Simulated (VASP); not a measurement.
# AlN (P6_3mc) in VASP: further runs

AlN is run at these levels: PBE; tasks: single point, relaxation of cell and atoms.

Everything below comes from runs of VASP 6.6.1. Logs are shortened: lines on timing, memory, paths and dates and some standing lists are left out, and cuts for length are marked.

## (1) The cell of the first run

The structure is hexagonal, space group P6_3mc (No. 186). Conventional cell: a = 3.130 Å, b = 3.130 Å, c = 5.018 Å, α = 90.00°, β = 90.00°, γ = 120.00°. Al (site symmetry 3m) has 4 N at 1.90 to 1.91 Å within 2.5 Å. N (site symmetry 3m) has 4 Al at 1.90 to 1.91 Å within 2.5 Å.

## (2) Single point, PBE

File INCAR:

```
SYSTEM = AlN
PREC = Accurate ; ENCUT = 520
EDIFF = 1E-6 ; ISMEAR = 0
SIGMA = 0.02 ; LREAL = .False.
LASPH = .True. ; NELM = 60
ALGO = Normal ; ISIF = 2
LWAVE = .False. ; LCHARG = .False.
GGA = PE ; NBANDS = 16
```

File KPOINTS:

```
regular mesh
0
Gamma
  9 9 6
  0 0 0
```

File POSCAR:

```
AlN
1.0
    3.1302090453      0.0000000000      0.0000000000
   -1.5651045227      2.7108405524      0.0000000000
    0.0000000000      0.0000000000      5.0180075961
Al N
2 2
Direct
    0.6666666667      0.3333333333      0.4992336382
    0.3333333333      0.6666666667      0.9992336382
    0.6666666667      0.3333333333      0.8807663618
    0.3333333333      0.6666666667      0.3807663618
```

Potentials or basis: VASP PAW PBE potentials, release 64 (Al, N).

Started as:

```bash
cat potpaw_PBE.64/Al/POTCAR potpaw_PBE.64/N/POTCAR > POTCAR
mpirun -np 1 vasp_std > vasp.out
```

OUTCAR:

```text
SYSTEM = AlN
   PREC = Accurate
   ENCUT = 520
   EDIFF = 1E-6
   ISMEAR = 0
   LREAL = .False.
   LASPH = .True.
   NELM = 60
   ISIF = 2
   GGA = PE

 ion  position               nearest neighbor table
   1  0.667  0.333  0.499-   4 1.90   4 1.90   4 1.90   3 1.91   2 3.09   2 3.09   2 3.09   2 3.09
                             2 3.09   2 3.09
   2  0.333  0.667  0.999-   3 1.90   3 1.90   3 1.90   4 1.91   1 3.09   1 3.09   1 3.09   1 3.09
                             1 3.09   1 3.09
   3  0.667  0.333  0.881-   2 1.90   2 1.90   2 1.90   1 1.91
   4  0.333  0.667  0.381-   1 1.90   1 1.90   1 1.90   2 1.91

  LATTYP: Found a hexagonal cell.
 ALAT       =     3.1302090453
 C/A-ratio  =     1.6030902484

  Lattice vectors:

 A1 = (   3.1302090453,   0.0000000000,   0.0000000000)
 A2 = (  -1.5651045227,   2.7108405524,   0.0000000000)
 A3 = (   0.0000000000,   0.0000000000,   5.0180075961)

Analysis of symmetry for initial positions (statically):
=====================================================================
 Subroutine PRICEL returns:
 Original cell was already a primitive cell.

 Routine SETGRP: Setting up the symmetry group for a
 hexagonal supercell.

 Subroutine GETGRP returns: Found 12 space group operations
 (whereof  6 operations were pure point group operations)
 out of a pool of 24 trial point group operations.

The static configuration has the point symmetry C_3v.
 The point group associated with its full space group is C_6v.

Analysis of symmetry for dynamics (positions and initial velocities):
=====================================================================
 Subroutine PRICEL returns:
 Original cell was already a primitive cell.

 Routine SETGRP: Setting up the symmetry group for a
 hexagonal supercell.

 Subroutine GETGRP returns: Found 12 space group operations
 (whereof  6 operations were pure point group operations)
 out of a pool of 24 trial point group operations.

The dynamic configuration has the point symmetry C_3v.
 The point group associated with its full space group is C_6v.

 Subroutine INISYM returns: Found 12 space group operations
 (whereof  6 operations are pure point group operations),
 and found     1 'primitive' translations

----------------------------------------------------------------------------------------

                                     Primitive cell

  volume of cell :      42.5803

  direct lattice vectors                    reciprocal lattice vectors
     3.130209045  0.000000000  0.000000000     0.319467481  0.184444636  0.000000000
    -1.565104523  2.710840552  0.000000000     0.000000000  0.368889273  0.000000000
     0.000000000  0.000000000  5.018007596     0.000000000  0.000000000  0.199282281
[... 90 lines left out ...]
   EDIFFG = 0.1E-04   stopping-criterion for IOM
   NSW    =      0    number of steps for IOM
   IBRION =     -1    ionic relax: 0-MD 1-quasi-New 2-CG
   NFREE  =      0    steps in history (QN), initial steepest desc. (CG)
   ISIF   =      2    stress and relaxation
   ISYM   =      2    0-nonsym 1-usesym 2-fastsym
   POTIM  = 0.5000    time-step for ionic-motion
   TEBEG  =    0.0;   TEEND  =   0.0 temperature during run
   PSTRESS=    0.0 pullay stress
   NELECT =      16.0000    total number of electrons
   NUPDOWN=      -1.0000    fix difference up-down
   EMIN   =  10.00;   EMAX   =-10.00  energy-range for DOS
   EFERMI =   0.00;   METHOD = LEGACY
   ISMEAR =     0;   SIGMA  =   0.02  broadening in eV -4-tet -1-fermi 0-gaus
   EFERMI_NEDOS =   21; number of points for ismear=-14 and -15
   IALGO  =     38    algorithm
   IMIX   =      4    mixing-type and parameters
     AMIX     =   0.40;   BMIX     =  1.00
     AMIX_MAG =   1.60;   BMIX_MAG =  1.00
  volume/ion in A,a.u.               =      10.65        71.84
  Fermi-wavevector in a.u.,A,eV,Ry     =   1.181350  2.232428 18.988128  1.395588
  Thomas-Fermi vector in A             =   2.317625
   LORBIT       =      0    0 simple, 1 ext, 2 COOP (PROOUT), +10 PAW based schemes
   GGA     = PE    functional components
   LHFCALC =     F    Hartree Fock is set to
   AEXX    =    0.0000 exact exchange contribution
   IVDW    =     0    specifies the selected vdW correction
   LEPSILON=     F    determine dielectric tensor
   LRPA    =     F    only Hartree local field effects (RPA)
 non-spin polarized calculation
 Gauss-broadening in eV      SIGMA  =   0.02
  energy-cutoff  :      520.00
  volume of cell :       42.58
 maximum number of plane-waves:      1170
 NGX is ok and might be reduce to    24
   NGX = 11   NGY = 11   NGZ = 19

 number of electron      15.9999998 magnetization

 Free energy of the ion-electron system (eV)
  ---------------------------------------------------
  ext. energy  EPLUGINS =         0.00000000
  ---------------------------------------------------
  free energy    TOTEN  =       -29.78048822 eV

  energy without entropy =      -29.78048822  energy(sigma->0) =      -29.78048822

 E-fermi :   6.1337     XC(G=0): -10.8269

 val. band max:        5.9641816962   @ k =   0.0000   0.0000   0.0000
 cond. band min:      10.0076592335   @ k =   0.0000   0.0000   0.0000
 fundamental gap:      4.0434775373
 Fermi energy:         6.1337003683

 k-point     1 :       0.0000    0.0000    0.0000
  band No.  band energies     occupation
      1      -9.1032      2.00000
      2      -7.0205      2.00000
      3       0.0588      2.00000
      4       5.1191      2.00000
      5       5.1191      2.00000
      6       5.7616      2.00000
[... 433 lines left out ...]
      3       1.3513      2.00000
      4       1.8329      2.00000
      5       1.8329      2.00000
      6       3.3227      2.00000
[... 8 lines left out ...]
     15      18.9141      0.00000
     16      20.7957      0.00000

 [... further k-points ...]
[... 5 lines left out ...]
  --------------------------------------------------------------------------------------
  -------------------------------------------------------------------------------------
  Total       -0.0722414     -0.0722414     -0.0554721      0.0000000     -0.0000000      0.0000000
  in kB       -2.7182426     -2.7182426     -2.0872609      0.0000000     -0.0000000      0.0000000
  external PRESSURE =      -2.5079154 kB  Pullay stress =       0.0000000 kB

 VOLUME and BASIS-vectors are now :
 -----------------------------------------------------------------------------
  energy-cutoff  :      520.00
  volume of cell :       42.58
      direct lattice vectors                 reciprocal lattice vectors
     3.130209045  0.000000000  0.000000000     0.319467481  0.184444636  0.000000000
    -1.565104523  2.710840552  0.000000000     0.000000000  0.368889273  0.000000000
     0.000000000  0.000000000  5.018007596     0.000000000  0.000000000  0.199282281

 POSITION                                       TOTAL-FORCE (eV/Angst)
 -----------------------------------------------------------------------------------
      1.56510      0.90361      2.50516        -0.000000     -0.000000      0.000259
     -0.00000      1.80723      5.01416         0.000000      0.000000      0.000259
      1.56510      0.90361      4.41969        -0.000000      0.000000     -0.000259
     -0.00000      1.80723      1.91069         0.000000     -0.000000     -0.000259
 -----------------------------------------------------------------------------------
    total drift:                               -0.000000     -0.000000      0.000504

  FREE ENERGIE OF THE ION-ELECTRON SYSTEM (eV)
  ---------------------------------------------------
  free  energy   TOTEN  =       -29.7804882209 eV

  energy  without entropy=      -29.7804882209  energy(sigma->0) =      -29.78048822
```

OSZICAR:

```text
N       E                     dE             d eps       ncg     rms          rms(c)
DAV:   1     0.420688958853E+02    0.42069E+02   -0.72927E+03  1536   0.891E+02
DAV:   2    -0.308038955601E+02   -0.72873E+02   -0.67023E+02  2144   0.186E+02
DAV:   3    -0.344339535603E+02   -0.36301E+01   -0.36201E+01  1904   0.431E+01
DAV:   4    -0.344565250058E+02   -0.22571E-01   -0.22570E-01  1936   0.384E+00
DAV:   5    -0.344568187583E+02   -0.29375E-03   -0.29375E-03  1864   0.442E-01    0.121E+01
DAV:   6    -0.297653963328E+02    0.46914E+01   -0.10676E+01  1840   0.236E+01    0.411E+00
DAV:   7    -0.297922754938E+02   -0.26879E-01   -0.65891E-01  1640   0.571E+00    0.292E+00
DAV:   8    -0.297851873697E+02    0.70881E-02   -0.62278E-02  1712   0.230E+00    0.621E-01
DAV:   9    -0.297799256602E+02    0.52617E-02   -0.12481E-02  2016   0.825E-01    0.252E-01
DAV:  10    -0.297805736971E+02   -0.64804E-03   -0.24327E-03  1648   0.307E-01    0.137E-01
DAV:  11    -0.297804851763E+02    0.88521E-04   -0.18693E-04  1744   0.105E-01    0.344E-02
DAV:  12    -0.297804883999E+02   -0.32236E-05   -0.12582E-05  1688   0.283E-02    0.722E-03
DAV:  13    -0.297804882209E+02    0.17901E-06   -0.45566E-06  1824   0.163E-02
   1 F= -.29780488E+02 E0= -.29780488E+02  d E =-.146377E-35
```

Wall time 18 s (1 thread of Intel Xeon Platinum 8488C (Sapphire Rapids), shared host); peak memory 0.16 GiB.

Results:

```yaml
Free_energy: -29.7805 eV
Pressure: -0.3 GPa
Band_gap_on_the_k_mesh: 4.04 eV, direct
```

Expect the measured gap to be larger: semilocal functionals such as PBE lack the derivative discontinuity.

## (3) Relaxation of cell and atoms, PBE

File INCAR:

```
SYSTEM = AlN
ALGO = Normal
EDIFF = 1E-6
EDIFFG = -0.01
ENCUT = 600
GGA = PE
IBRION = 2
ISIF = 3
ISMEAR = 0
LASPH = .True.
LCHARG = .False.
LREAL = .False.
LWAVE = .False.
NELM = 60
NSW = 100
PREC = Accurate
SIGMA = 0.02
```

File KPOINTS:

```
k-points
0
Gamma
  9 9 6
  0 0 0
```

File POSCAR:

```
AlN
1.0
    3.1285882000      0.0000000000      0.0000000000
   -1.5642941000      2.7094368900      0.0000000000
    0.0000000000      0.0000000000      5.0169549000
Al N
2 2
Direct
    0.6666666900      0.3333333400      0.4992870100
    0.3333333400      0.6666666900      0.9992870100
    0.6666666900      0.3333333400      0.8807129900
    0.3333333400      0.6666666900      0.3807129900
```

Potentials or basis: VASP PAW PBE potentials, release 64 (Al, N).

Started as:

```bash
cat potpaw_PBE.64/Al/POTCAR potpaw_PBE.64/N/POTCAR > POTCAR
mpirun -np 1 vasp_std > vasp.out
```

It took 21 s on 1 thread of Intel Xeon Platinum 8488C (Sapphire Rapids), shared host; peak memory 0.18 GiB.

The run converged. Its results:

```
Free energy                  : -29.7836 eV
Pressure after relaxing      : -0.1 GPa
Largest force after relaxing : 0.003 eV/Å
Band gap on the k mesh       : 4.06 eV, direct
```

Forces in eV/Å, atoms in the order of the input:
```
Al   0.000  0.000 -0.003
Al   0.000  0.000 -0.003
N    0.000  0.000  0.003
N    0.000  0.000  0.003
```

Final structure:
```
Al N
1.0
     3.12859    0.00000    0.00000
    -1.56429    2.70944    0.00000
     0.00000    0.00000    5.01695
Al N
2 2
Cartesian
  1.5643 0.9031 2.5049
  0.0000 1.8063 5.0134
  1.5643 0.9031 4.4185
  0.0000 1.8063 1.9100
```

Levels at points of the mesh, in eV from the valence-band top:
```
           k point  band 6  band 7  band 8  band 9  band 10  band 11
(0.00, 0.00, 0.00)   -0.20   -0.20    0.00    4.06     6.52    10.47
(0.00, 0.00, 0.50)   -0.53   -0.53   -0.53    6.32     6.32    10.18
```

Caveat: the relaxation stopped at its first step, so nothing moved. A k mesh can miss the band edges.
